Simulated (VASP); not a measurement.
# MgS (Fm-3m) in VASP: notebook, part 2 of 2

VASP 6.6.1. Earlier steps stand in the parts before.

### Step 4. Single point, PBE (volume scaled by 0.91)

INCAR

```
SYSTEM = MgS
  PREC = Accurate
  ENCUT = 520
  EDIFF = 1E-6
  ISMEAR = 0
  SIGMA = 0.02
  LREAL = .False.
  LASPH = .True.
  NELM = 60
  ALGO = Normal
  ISIF = 2
  LWAVE = .False.
  LCHARG = .False.
  GGA = PE
  NBANDS = 11
```

KPOINTS

```
regular mesh
0
Gamma
  8 8 8
  0 0 0
```

POSCAR

```
MgS
1.0
    0.0000000000      2.5339333343      2.5339333343
    2.5339333343      0.0000000000      2.5339333343
    2.5339333343      2.5339333343      0.0000000000
Mg S
1 1
Direct
    0.0000000000      0.0000000000      0.0000000000
    0.5000000000      0.5000000000      0.5000000000
```

Potentials or basis: VASP PAW PBE potentials, release 64 (Mg, S).

Command:

```console
> cat potpaw_PBE.64/Mg/POTCAR potpaw_PBE.64/S/POTCAR > POTCAR
> mpirun -np 1 vasp_std > vasp.out
```

OUTCAR:

```text
SYSTEM = MgS
   PREC = Accurate
   ENCUT = 520
   EDIFF = 1E-6
   ISMEAR = 0
   LREAL = .False.
   LASPH = .True.
   NELM = 60
   ISIF = 2
   GGA = PE

 ion  position               nearest neighbor table
   1  0.000  0.000  0.000-   2 2.53   2 2.53   2 2.53   2 2.53   2 2.53   2 2.53
   2  0.500  0.500  0.500-   1 2.53   1 2.53   1 2.53   1 2.53   1 2.53   1 2.53

  LATTYP: Found a face centered cubic cell.
 ALAT       =     5.0678666686

  Lattice vectors:

 A1 = (   0.0000000000,   2.5339333343,   2.5339333343)
 A2 = (   2.5339333343,   0.0000000000,   2.5339333343)
 A3 = (   2.5339333343,   2.5339333343,   0.0000000000)

Analysis of symmetry for initial positions (statically):
=====================================================================
 Subroutine PRICEL returns:
 Original cell was already a primitive cell.

 Routine SETGRP: Setting up the symmetry group for a
 face centered cubic supercell.

 Subroutine GETGRP returns: Found 48 space group operations
 (whereof 48 operations were pure point group operations)
 out of a pool of 48 trial point group operations.

The static configuration has the point symmetry O_h .

Analysis of symmetry for dynamics (positions and initial velocities):
[... 173 lines left out ...]
      6      12.3534      0.00000
      7      12.3534      0.00000
      8      12.3534      0.00000
      9      14.8918      0.00000
     10      14.8918      0.00000
     11      17.1781      0.00000
[... 309 lines left out ...]
 k-point    24 :      -0.3750    0.2500    0.1250
  band No.  band energies     occupation
      1      -6.9328      2.00000
      2      -0.2449      2.00000
      3       2.0805      2.00000
      4       3.1639      2.00000
      5      10.2158      0.00000
      6      10.7321      0.00000
      7      13.1311      0.00000
      8      14.2654      0.00000
      9      17.0761      0.00000
     10      18.4785      0.00000
     11      20.5340      0.00000

 [... further k-points ...]

------------------------ aborting loop because EDIFF is reached ----------------------------------------

  FORCE on cell =-STRESS in cart. coord.  units (eV):
  Direction    XX          YY          ZZ          XY          YZ          ZX
  --------------------------------------------------------------------------------------
  -------------------------------------------------------------------------------------
  Total        1.6518093      1.6518093      1.6518093     -0.0000000     -0.0000000      0.0000000
  in kB       81.3307788     81.3307788     81.3307788     -0.0000000     -0.0000000      0.0000000
  external PRESSURE =      81.3307788 kB  Pullay stress =       0.0000000 kB

 VOLUME and BASIS-vectors are now :
 -----------------------------------------------------------------------------
  energy-cutoff  :      520.00
  volume of cell :       32.54
      direct lattice vectors                 reciprocal lattice vectors
     0.000000000  2.533933334  2.533933334    -0.197321687  0.197321687  0.197321687
     2.533933334  0.000000000  2.533933334     0.197321687 -0.197321687  0.197321687
     2.533933334  2.533933334  0.000000000     0.197321687  0.197321687 -0.197321687

 POSITION                                       TOTAL-FORCE (eV/Angst)
 -----------------------------------------------------------------------------------
      0.00000      0.00000      0.00000         0.000000      0.000000     -0.000000
      2.53393      2.53393      2.53393        -0.000000     -0.000000      0.000000
 -----------------------------------------------------------------------------------
    total drift:                                0.000000      0.000000      0.000000

  FREE ENERGIE OF THE ION-ELECTRON SYSTEM (eV)
  ---------------------------------------------------
  free  energy   TOTEN  =        -8.4299679815 eV

  energy  without entropy=       -8.4299679815  energy(sigma->0) =       -8.42996798
```

OSZICAR:

```text
N       E                     dE             d eps       ncg     rms          rms(c)
DAV:   1     0.209138058790E+02    0.20914E+02   -0.35515E+03   678   0.595E+02
DAV:   2    -0.745138350481E+01   -0.28365E+02   -0.26784E+02   786   0.101E+02
DAV:   3    -0.880142208712E+01   -0.13500E+01   -0.13474E+01   789   0.226E+01
DAV:   4    -0.880852917872E+01   -0.71071E-02   -0.71066E-02   762   0.203E+00
DAV:   5    -0.880858913104E+01   -0.59952E-04   -0.59952E-04   824   0.182E-01    0.480E+00
DAV:   6    -0.846933818161E+01    0.33925E+00   -0.68629E-01   707   0.339E+00    0.378E+00
DAV:   7    -0.842971203229E+01    0.39626E-01   -0.21879E-01   761   0.208E+00    0.242E+00
DAV:   8    -0.843018277640E+01   -0.47074E-03   -0.13095E-02   704   0.693E-01    0.103E+00
DAV:   9    -0.842995687311E+01    0.22590E-03   -0.67420E-04   731   0.154E-01    0.336E-01
DAV:  10    -0.842997093731E+01   -0.14064E-04   -0.18159E-04   721   0.630E-02    0.355E-02
DAV:  11    -0.842996806434E+01    0.28730E-05   -0.19407E-05   746   0.200E-02    0.175E-02
DAV:  12    -0.842996798151E+01    0.82828E-07   -0.58252E-07   415   0.484E-03
   1 F= -.84299680E+01 E0= -.84299680E+01  d E =-.414496E-28
```

stdout:

```text
POSCAR found type information on POSCAR MgS
 POSCAR found :  2 types and       2 ions
 scaLAPACK will be used
 LDA part: xc-table for (Slater+PW92), standard interpolation
 POSCAR, INCAR and KPOINTS ok, starting setup
 FFT: planning ... GRIDC
 FFT: planning ... GRID_SOFT
 FFT: planning ... GRID
 WAVECAR not read
 entering main loop
```

Run time: 11 s. Hardware: 1 thread of Intel Xeon 8259CL, shared host; peak memory 0.16 GiB.

Results:

```
Free energy            : -8.4300 eV
Pressure               : 8.1 GPa
Band gap on the k mesh : 2.94 eV, indirect (least direct gap 4.37 eV)
```

Caveat: the cell differs from its parent crystal (volume scaled by 0.91). A k mesh can miss the band edges.

### Step 5. Single point, PBE

This run uses another cell than the first one, of 17.88 Å³/atom, 1.136 times its volume.

INCAR

```
PREC = Accurate
ENCUT = 520
EDIFF = 1E-6
ISMEAR = 0
SIGMA = 0.02
LREAL = F
LASPH = T
NELM = 80
ALGO = Normal
ISIF = 2
LWAVE = F
LCHARG = F
GGA = PE
NBANDS = 11
```

KPOINTS

```
Automatic mesh
0
Gamma
  8 8 8
```

POSCAR

```
MgS
1.0
    0.0000000000      2.6148576661      2.6148576661
    2.6148576661      0.0000000000      2.6148576661
    2.6148576661      2.6148576661      0.0000000000
Mg S
1 1
Direct
    0.0000000000      0.0000000000      0.0000000000
    0.5000000000      0.5000000000      0.5000000000
```

Command:

```console
> cat potpaw_PBE.64/Mg/POTCAR potpaw_PBE.64/S/POTCAR > POTCAR
> mpirun -np 1 vasp_std > vasp.out
```

Wall time 14 s (1 thread of Intel Xeon 8259CL, shared host); peak memory 0.16 GiB.

Results (log left out):

```yaml
Free_energy: -8.5029 eV
Pressure: -0.3 GPa
Band_gap_on_the_k_mesh: 2.74 eV, indirect (least direct gap 3.59 eV)
```

Levels at points of the mesh, in eV from the valence-band top:
```
           k point  band 1  band 2  band 3  band 4  band 5  band 6  band 7  band 8
(0.00, 0.00, 0.00)  -12.58    0.00    0.00    0.00    3.59    7.96    7.96    7.96
(0.50, 0.00, 0.00)  -11.31   -4.75   -0.57   -0.57    4.53    6.89    6.89    9.95
(0.50, 0.50, 0.00)  -10.96   -4.11   -1.65   -1.65    2.74    4.44   11.85   12.78
```

A k mesh can miss the band edges.

### Step 6. Overview

| cell | gap on the mesh (eV) | pressure (GPa) |
| --- | --- | --- |
| a = 3.544 Å, angles 60.0°, 2 atoms | 3.01 | 11.9 |
| a = 3.622 Å, angles 60.0°, 2 atoms | 2.88 | 4.9 |
| a = 3.584 Å, angles 60.0°, 2 atoms | 2.94 | 8.1 |
| a = 3.698 Å, angles 60.0°, 2 atoms | 2.74 | -0.3 |

Alike in all rows: task single point; level PBE; potentials or basis VASP PAW PBE potentials, release 64 (Mg, S); no spin polarisation; k mesh 8 × 8 × 8; cutoff (eV) 520; smearing gaussian 0.02 eV.

Total energies depend on the potentials used, so only differences within one code and one set of settings carry meaning.
